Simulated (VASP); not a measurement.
# SnO2 (Cassiterite) (P4_2/mnm) in VASP: a series of runs, part 2 of 2

VASP 6.6.1. The steps go on from the part before.

**4. Single point, PBE**

This run uses another cell than the first one, of 11.33 Å³/atom, 1.056 times its volume.

INCAR

```
PREC     = Accurate       # precision mode
ENCUT    = 520            # plane-wave cutoff, eV
EDIFF    = 1E-6           # SCF threshold, eV
ISMEAR   = -1             # smearing method
SIGMA    = 0.05           # smearing width, eV
LREAL    = F              # projectors in reciprocal space
LASPH    = T              # aspherical terms in the spheres
NELM     = 100            # most SCF steps
ALGO     = Normal         # electronic algorithm
ISIF     = 2              # what is computed and relaxed
LWAVE    = F              # write WAVECAR
LCHARG   = F              # write CHGCAR
GGA      = PE             # functional
NBANDS   = 35             # bands
```

KPOINTS

```
regular mesh
0
Gamma
  4 4 6
```

POSCAR

```
SnO2
1.0
    4.6576793985      0.0000000000      0.0000000000
    0.0000000000      4.6576793985      0.0000000000
    0.0000000000      0.0000000000      3.1324810897
Sn O
2 4
Direct
    0.0000000000      0.0000000000      0.0000000000
    0.5000000000      0.5000000000      0.5000000000
    0.3071000000      0.3071000000      0.0000000000
    0.1929000000      0.8071000000      0.5000000000
    0.6929000000      0.6929000000      0.0000000000
    0.8071000000      0.1929000000      0.5000000000
```

Potentials or basis: VASP PAW PBE potentials, release 64 (Sn_d, O).

The run is started by

```bash
> cat potpaw_PBE.64/Sn_d/POTCAR potpaw_PBE.64/O/POTCAR > POTCAR
> mpirun -np 1 vasp_std > vasp.out
```

OUTCAR:

```text
PREC = Accurate
   ENCUT = 520
   EDIFF = 1E-6
   ISMEAR = -1
   LREAL = F
   LASPH = T
   NELM = 100
   ISIF = 2
   GGA = PE

 ion  position               nearest neighbor table
   1  0.000  0.000  0.000-   4 2.02   6 2.02   4 2.02   6 2.02   5 2.02   3 2.02   2 3.65   2 3.65
                             2 3.65   2 3.65   2 3.65   2 3.65   2 3.65   2 3.65
   2  0.500  0.500  0.500-   3 2.02   5 2.02   3 2.02   5 2.02   4 2.02   6 2.02   1 3.65   1 3.65
                             1 3.65   1 3.65   1 3.65   1 3.65   1 3.65   1 3.65
   3  0.307  0.307  0.000-   2 2.02   2 2.02   1 2.02
   4  0.193  0.807  0.500-   1 2.02   1 2.02   2 2.02
   5  0.693  0.693  0.000-   2 2.02   2 2.02   1 2.02
   6  0.807  0.193  0.500-   1 2.02   1 2.02   2 2.02

  LATTYP: Found a simple tetragonal cell.
 ALAT       =     4.6576793985
 C/A-ratio  =     0.6725411566

  Lattice vectors:

 A1 = (   4.6576793985,   0.0000000000,   0.0000000000)
 A2 = (   0.0000000000,   4.6576793985,   0.0000000000)
 A3 = (   0.0000000000,   0.0000000000,   3.1324810897)

Analysis of symmetry for initial positions (statically):
=====================================================================
 Subroutine PRICEL returns:
 Original cell was already a primitive cell.

 Routine SETGRP: Setting up the symmetry group for a
 simple tetragonal supercell.

 Subroutine GETGRP returns: Found 16 space group operations
 (whereof  8 operations were pure point group operations)
 out of a pool of 16 trial point group operations.

The static configuration has the point symmetry D_2h.
 The point group associated with its full space group is D_4h.

Analysis of symmetry for dynamics (positions and initial velocities):
=====================================================================
 Subroutine PRICEL returns:
 Original cell was already a primitive cell.

[... 133 lines left out ...]
   IMIX   =      4    mixing-type and parameters
     AMIX     =   0.40;   BMIX     =  1.00
     AMIX_MAG =   1.60;   BMIX_MAG =  1.00
  volume/ion in A,a.u.               =      11.33        76.43
  Fermi-wavevector in a.u.,A,eV,Ry     =   1.497385  2.829647 30.506453  2.242161
  Thomas-Fermi vector in A             =   2.609279
   LORBIT       =      0    0 simple, 1 ext, 2 COOP (PROOUT), +10 PAW based schemes
   GGA     = PE    functional components
   LHFCALC =     F    Hartree Fock is set to
   AEXX    =    0.0000 exact exchange contribution
   IVDW    =     0    specifies the selected vdW correction
   LEPSILON=     F    determine dielectric tensor
   LRPA    =     F    only Hartree local field effects (RPA)
 non-spin polarized calculation
  energy-cutoff  :      520.00
  volume of cell :       67.96
 maximum number of plane-waves:      1849
 NGX is ok and might be reduce to    36
   NGX = 17   NGY = 17   NGZ = 11

 number of electron      51.9999982 magnetization

 Free energy of the ion-electron system (eV)
  ---------------------------------------------------
  ext. energy  EPLUGINS =         0.00000000
  ---------------------------------------------------
  free energy    TOTEN  =       -36.74498322 eV

  energy without entropy =      -36.74498322  energy(sigma->0) =      -36.74498322

 E-fermi :   7.6936     XC(G=0): -11.5324

 val. band max:        6.7584896354   @ k =   0.0000   0.0000   0.0000
 cond. band min:       8.6498986362   @ k =   0.0000   0.0000   0.0000
 fundamental gap:      1.8914090008
 Fermi energy:         7.6935992449

 k-point     1 :       0.0000    0.0000    0.0000
  band No.  band energies     occupation
      1     -14.4516      2.00000
      2     -13.5910      2.00000
      3     -13.1655      2.00000
      4     -13.1470      2.00000
      5     -13.1470      2.00000
      6     -13.0718      2.00000
[... 901 lines left out ...]
     34      18.5414      0.00000
     35      20.2854      0.00000

------------------------ aborting loop because EDIFF is reached ----------------------------------------

  FORCE on cell =-STRESS in cart. coord.  units (eV):
  Direction    XX          YY          ZZ          XY          YZ          ZX
  --------------------------------------------------------------------------------------
  -------------------------------------------------------------------------------------
  Total        9.6947661      9.6947661     12.8329971     -0.0000000      0.0000000      0.0000000
  in kB      228.5705521    228.5705521    302.5596693     -0.0000000      0.0000000      0.0000000
  external PRESSURE =     253.2335912 kB  Pullay stress =       0.0000000 kB

 VOLUME and BASIS-vectors are now :
 -----------------------------------------------------------------------------
  energy-cutoff  :      520.00
  volume of cell :       67.96
      direct lattice vectors                 reciprocal lattice vectors
     4.657679399  0.000000000  0.000000000     0.214699191  0.000000000  0.000000000
     0.000000000  4.657679399  0.000000000     0.000000000  0.214699191  0.000000000
     0.000000000  0.000000000  3.132481090     0.000000000  0.000000000  0.319235766

 POSITION                                       TOTAL-FORCE (eV/Angst)
 -----------------------------------------------------------------------------------
      0.00000      0.00000      0.00000         0.000000      0.000000     -0.000000
      2.32884      2.32884      1.56624         0.000000      0.000000     -0.000000
      1.43037      1.43037      0.00000        -0.372833     -0.372833      0.000000
      0.89847      3.75921      1.56624         0.372833     -0.372833     -0.000000
      3.22731      3.22731      0.00000         0.372833      0.372833     -0.000000
      3.75921      0.89847      1.56624        -0.372833      0.372833     -0.000000
 -----------------------------------------------------------------------------------
    total drift:                               -0.000000      0.000000      0.000000

  FREE ENERGIE OF THE ION-ELECTRON SYSTEM (eV)
  ---------------------------------------------------
  free  energy   TOTEN  =       -36.7449832211 eV

  energy  without entropy=      -36.7449832208  energy(sigma->0) =      -36.74498322
```

stdout:

```text
POSCAR found type information on POSCAR SnO
 POSCAR found :  2 types and       6 ions
 scaLAPACK will be used
 LDA part: xc-table for (Slater+PW92), standard interpolation
 POSCAR, INCAR and KPOINTS ok, starting setup
 FFT: planning ... GRIDC
 FFT: planning ... GRID_SOFT
 FFT: planning ... GRID
 WAVECAR not read
 entering main loop
```

It took 43 s on 1 thread of Intel Xeon 6975P-C, shared host; peak memory 0.2 GiB.

What came out:

```
Free energy            : -36.7450 eV
Pressure               : 25.3 GPa
Largest force          : 0.527 eV/Å
Band gap on the k mesh : 1.89 eV, direct
```

Forces on the atoms (eV/Å):
```
Sn   0.000  0.000  0.000
Sn   0.000  0.000  0.000
O   -0.373 -0.373  0.000
O    0.373 -0.373  0.000
O    0.373  0.373  0.000
O   -0.373  0.373  0.000
```

Caveat: spin-orbit coupling is left out, which moves the levels of the heavy elements. As with any semilocal functional, this PBE gap is likely too small.

**5. Single point, PBE**

This run uses another cell than the first one, of 11.62 Å³/atom, 1.083 times its volume.

INCAR

```
SYSTEM = SnO2
ALGO     = Normal         ! electronic algorithm
EDIFF    = 1E-6           ! SCF threshold, eV
ENCUT    = 520            ! plane-wave cutoff, eV
GGA      = PE             ! functional
ISIF     = 2              ! what is computed and relaxed
ISMEAR   = -1             ! smearing method
LASPH    = .True.         ! aspherical terms in the spheres
LCHARG   = .True.         ! write CHGCAR
LELF     = .True.         ! ELF
LREAL    = .False.        ! projectors in reciprocal space
LVHAR    = .True.       
LWAVE    = .False.        ! write WAVECAR
NBANDS   = 35             ! bands
NELM     = 60             ! most SCF steps
PREC     = Accurate       ! precision mode
SIGMA    = 0.05           ! smearing width, eV
```

KPOINTS

```
k-points
0
Gamma
  4 4 6
  0 0 0
```

Edit POSCAR of step 4 so:

```diff
@@ -2,5 +2,5 @@
 1.0
-    4.6576793985      0.0000000000      0.0000000000
-    0.0000000000      4.6576793985      0.0000000000
-    0.0000000000      0.0000000000      3.1324810897
+    4.6981829915      0.0000000000      0.0000000000
+    0.0000000000      4.6981829915      0.0000000000
+    0.0000000000      0.0000000000      3.1597214230
 Sn O
```

The run is started by

```bash
> cat potpaw_PBE.64/Sn_d/POTCAR potpaw_PBE.64/O/POTCAR > POTCAR
> mpirun -np 1 vasp_std > vasp.out
```

It took 44 s on 1 thread of Intel Xeon 6975P-C, shared host; peak memory 0.2 GiB.

The run converged. Its results:

- Free energy: -36.9896 eV
- Pressure: 18.1 GPa
- Largest force: 0.405 eV/Å
- Band gap on the k mesh: 1.57 eV, direct

Forces on the atoms (eV/Å):
```
Sn   0.000  0.000  0.000
Sn   0.000  0.000  0.000
O   -0.287 -0.287  0.000
O    0.287 -0.287  0.000
O    0.287  0.287  0.000
O   -0.287  0.287  0.000
```

Stress tensor (GPa, compression positive):
```
16.33  0.00  0.00
 0.00 16.33  0.00
 0.00  0.00 21.54
```

Levels at points of the mesh, in eV from the valence-band top:
```csv
k point,band 22,band 23,band 24,band 25,band 26,band 27,band 28,band 29,band 30,band 31
"(0.00, 0.00, 0.00)",-1.21,-1.21,-0.80,-0.80,0.00,1.57,6.39,6.49,6.49,10.61
"(0.50, 0.00, 0.00)",-1.98,-1.17,-1.17,-0.65,-0.65,4.72,4.72,7.24,7.24,11.25
"(0.50, 0.50, 0.00)",-2.01,-1.29,-1.29,-0.93,-0.93,5.13,5.13,7.72,7.72,11.26
"(0.00, 0.00, 0.50)",-2.61,-1.72,-1.72,-1.30,-1.30,6.54,6.54,9.96,9.96,10.91
"(0.50, 0.00, 0.50)",-1.76,-1.15,-1.15,-0.67,-0.67,6.83,6.83,8.29,8.29,11.30
"(0.50, 0.50, 0.50)",-2.43,-1.00,-1.00,-0.87,-0.87,5.19,5.19,9.01,9.01,11.30
```

Caveat: spin-orbit coupling is left out, which moves the levels of the heavy elements.

**6. Single point, PBE**

This run uses another cell than the first one, of 11.92 Å³/atom, 1.111 times its volume.

INCAR

```
PREC     = Accurate       # precision mode
ENCUT    = 520            # plane-wave cutoff, eV
EDIFF    = 1E-6           # SCF threshold, eV
ISMEAR   = -1             # smearing method
SIGMA    = 0.05           # smearing width, eV
LREAL    = F              # projectors in reciprocal space
LASPH    = T              # aspherical terms in the spheres
NELM     = 100            # most SCF steps
ALGO     = Normal         # electronic algorithm
ISIF     = 2              # what is computed and relaxed
LWAVE    = F              # write WAVECAR
LCHARG   = F              # write CHGCAR
GGA      = PE             # functional
NBANDS   = 35             # bands
```

KPOINTS

```
regular mesh
0
Gamma
  4 4 6
```

Edit POSCAR of step 5 so:

```diff
@@ -2,5 +2,5 @@
 1.0
-    4.6981829915      0.0000000000      0.0000000000
-    0.0000000000      4.6981829915      0.0000000000
-    0.0000000000      0.0000000000      3.1597214230
+    4.7380000000      0.0000000000      0.0000000000
+    0.0000000000      4.7380000000      0.0000000000
+    0.0000000000      0.0000000000      3.1865000000
 Sn O
```

Potentials or basis: VASP PAW PBE potentials, release 64 (Sn_d, O).

The run is started by

```bash
> cat potpaw_PBE.64/Sn_d/POTCAR potpaw_PBE.64/O/POTCAR > POTCAR
> mpirun -np 1 vasp_std > vasp.out
```

OUTCAR:

```text
PREC = Accurate
   ENCUT = 520
   EDIFF = 1E-6
   ISMEAR = -1
   LREAL = F
   LASPH = T
   NELM = 100
   ISIF = 2
   GGA = PE

 ion  position               nearest neighbor table
   1  0.000  0.000  0.000-   4 2.05   6 2.05   4 2.05   6 2.05   5 2.06   3 2.06   2 3.71   2 3.71
                             2 3.71   2 3.71   2 3.71   2 3.71   2 3.71   2 3.71
   2  0.500  0.500  0.500-   3 2.05   5 2.05   3 2.05   5 2.05   4 2.06   6 2.06   1 3.71   1 3.71
                             1 3.71   1 3.71   1 3.71   1 3.71   1 3.71   1 3.71
   3  0.307  0.307  0.000-   2 2.05   2 2.05   1 2.06
   4  0.193  0.807  0.500-   1 2.05   1 2.05   2 2.06
   5  0.693  0.693  0.000-   2 2.05   2 2.05   1 2.06
   6  0.807  0.193  0.500-   1 2.05   1 2.05   2 2.06

  LATTYP: Found a simple tetragonal cell.
 ALAT       =     4.7380000000
 C/A-ratio  =     0.6725411566

  Lattice vectors:

 A1 = (   4.7380000000,   0.0000000000,   0.0000000000)
 A2 = (   0.0000000000,   4.7380000000,   0.0000000000)
 A3 = (   0.0000000000,   0.0000000000,   3.1865000000)

Analysis of symmetry for initial positions (statically):
=====================================================================
 Subroutine PRICEL returns:
 Original cell was already a primitive cell.

 Routine SETGRP: Setting up the symmetry group for a
 simple tetragonal supercell.

 Subroutine GETGRP returns: Found 16 space group operations
 (whereof  8 operations were pure point group operations)
 out of a pool of 16 trial point group operations.

The static configuration has the point symmetry D_2h.
 The point group associated with its full space group is D_4h.

Analysis of symmetry for dynamics (positions and initial velocities):
=====================================================================
 Subroutine PRICEL returns:
 Original cell was already a primitive cell.

[... 133 lines left out ...]
   IMIX   =      4    mixing-type and parameters
     AMIX     =   0.40;   BMIX     =  1.00
     AMIX_MAG =   1.60;   BMIX_MAG =  1.00
  volume/ion in A,a.u.               =      11.92        80.45
  Fermi-wavevector in a.u.,A,eV,Ry     =   1.472000  2.781677 29.480903  2.166785
  Thomas-Fermi vector in A             =   2.587068
   LORBIT       =      0    0 simple, 1 ext, 2 COOP (PROOUT), +10 PAW based schemes
   GGA     = PE    functional components
   LHFCALC =     F    Hartree Fock is set to
   AEXX    =    0.0000 exact exchange contribution
   IVDW    =     0    specifies the selected vdW correction
   LEPSILON=     F    determine dielectric tensor
   LRPA    =     F    only Hartree local field effects (RPA)
 non-spin polarized calculation
  energy-cutoff  :      520.00
  volume of cell :       71.53
 maximum number of plane-waves:      1992
 NGX is ok and might be reduce to    36
   NGX = 17   NGY = 17   NGZ = 11

 number of electron      51.9999993 magnetization

 Free energy of the ion-electron system (eV)
  ---------------------------------------------------
  ext. energy  EPLUGINS =         0.00000000
  ---------------------------------------------------
  free energy    TOTEN  =       -37.15833262 eV

  energy without entropy =      -37.15833254  energy(sigma->0) =      -37.15833258

 E-fermi :   6.7810     XC(G=0): -11.2574

 val. band max:        6.1439703750   @ k =   0.0000   0.0000   0.0000
 cond. band min:       7.4160197378   @ k =   0.0000   0.0000   0.0000
 fundamental gap:      1.2720493628
 Fermi energy:         6.7809601841

 k-point     1 :       0.0000    0.0000    0.0000
  band No.  band energies     occupation
      1     -14.9633      2.00000
      2     -14.1853      2.00000
      3     -13.9020      2.00000
      4     -13.8801      2.00000
      5     -13.8801      2.00000
      6     -13.8001      2.00000
[... 901 lines left out ...]
     34      17.3599      0.00000
     35      19.3410      0.00000

------------------------ aborting loop because EDIFF is reached ----------------------------------------

  FORCE on cell =-STRESS in cart. coord.  units (eV):
  Direction    XX          YY          ZZ          XY          YZ          ZX
  --------------------------------------------------------------------------------------
  -------------------------------------------------------------------------------------
  Total        4.7716298      4.7716298      6.2410131      0.0000000      0.0000000      0.0000000
  in kB      106.8743011    106.8743011    139.7853453      0.0000000      0.0000000      0.0000000
  external PRESSURE =     117.8446492 kB  Pullay stress =       0.0000000 kB

 VOLUME and BASIS-vectors are now :
 -----------------------------------------------------------------------------
  energy-cutoff  :      520.00
  volume of cell :       71.53
      direct lattice vectors                 reciprocal lattice vectors
     4.738000000  0.000000000  0.000000000     0.211059519  0.000000000  0.000000000
     0.000000000  4.738000000  0.000000000     0.000000000  0.211059519  0.000000000
     0.000000000  0.000000000  3.186500000     0.000000000  0.000000000  0.313823945

 POSITION                                       TOTAL-FORCE (eV/Angst)
 -----------------------------------------------------------------------------------
      0.00000      0.00000      0.00000         0.000000     -0.000000      0.000000
      2.36900      2.36900      1.59325         0.000000     -0.000000      0.000000
      1.45504      1.45504      0.00000        -0.207956     -0.207956     -0.000000
      0.91396      3.82404      1.59325         0.207956     -0.207956     -0.000000
      3.28296      3.28296      0.00000         0.207956      0.207956      0.000000
      3.82404      0.91396      1.59325        -0.207956      0.207956      0.000000
 -----------------------------------------------------------------------------------
    total drift:                               -0.000000      0.000000      0.000000

  FREE ENERGIE OF THE ION-ELECTRON SYSTEM (eV)
  ---------------------------------------------------
  free  energy   TOTEN  =       -37.1583326234 eV

  energy  without entropy=      -37.1583325356  energy(sigma->0) =      -37.15833258
```

It took 48 s on 1 thread of Intel Xeon 6975P-C, shared host; peak memory 0.2 GiB.

Results:

```yaml
Free_energy: -37.1583 eV
Pressure: 11.8 GPa
Largest_force: 0.294 eV/Å
Band_gap_on_the_k_mesh: 1.27 eV, direct
```

Forces on the atoms (eV/Å):
```
Sn   0.000  0.000  0.000
Sn   0.000  0.000  0.000
O   -0.208 -0.208  0.000
O    0.208 -0.208  0.000
O    0.208  0.208  0.000
O   -0.208  0.208  0.000
```

Stress tensor (GPa, compression positive):
```
10.69  0.00  0.00
 0.00 10.69  0.00
 0.00  0.00 13.98
```

Caveat: spin-orbit coupling is left out, which moves the levels of the heavy elements.

**7. Overview**

```csv
cell,gap on the mesh (eV),pressure (GPa),largest force (eV/Å)
"a = 4.574, b = 4.574, c = 3.077 Å, 6 atoms",2.59,43.2,0.81
"a = 4.616, b = 4.616, c = 3.105 Å, 6 atoms",2.23,33.6,0.66
"a = 4.658, b = 4.658, c = 3.132 Å, 6 atoms",1.89,25.3,0.53
"a = 4.698, b = 4.698, c = 3.160 Å, 6 atoms",1.57,18.1,0.41
"a = 4.738, b = 4.738, c = 3.187 Å, 6 atoms",1.27,11.8,0.29
```

Alike in all rows: task single point; level PBE; potentials or basis VASP PAW PBE potentials, release 64 (Sn_d, O); no spin polarisation; k mesh 4 × 4 × 6; cutoff (eV) 520; smearing fermi-dirac 0.05 eV.

Caveats: spin-orbit coupling is left out, which moves the levels of the heavy elements.

Total energies depend on the potentials used, so only differences within one code and one set of settings carry meaning.
